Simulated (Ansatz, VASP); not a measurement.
MnS in VASP and in Ansatz

```
CELL_PARAMETERS angstrom
0.00000 2.60450 2.60450
2.60450 0.00000 2.60450
2.60450 2.60450 0.00000
ATOMIC_POSITIONS crystal
Mn 0.00000 0.00000 0.00000
S 0.50000 0.50000 0.50000
```

Alike in both runs: functional LDA; k mesh 7 × 7 × 7; occupations fermi-dirac, width 0.05 eV; collinear spin.

```csv
,VASP,Ansatz
version,VASP 6.6.1,Ansatz 0.2.0
potentials or method,"VASP PAW LDA potentials, release 64 (Mn_sv, S)",Ansatz PAW
plane-wave cutoff (eV),680,420
valence electrons in the cell,21,21
task,single point,band structure
```

Ansatz gave:

```
gap on the k mesh at the Fermi level (eV)                     : none
pressure (GPa)                                                : -11.6
net moment per atom (μB)                                      : 2.29
size of the moment on the site where the two differ most (μB) : 4.08
```

Task: What did VASP give for the same quantities?

Result: gap on the k mesh at the Fermi level (eV): none; pressure (GPa): -12.3; net moment per atom (μB): 2.27; size of the moment on the site where the two differ most (μB): 3.90.

LDA's correlation is that of Perdew and Zunger in VASP and of Perdew and Wang (1992) in Ansatz. Site moments also hang on the region over which each program counts them. A gap of «none» marks a metal or a gap that the smearing closes.
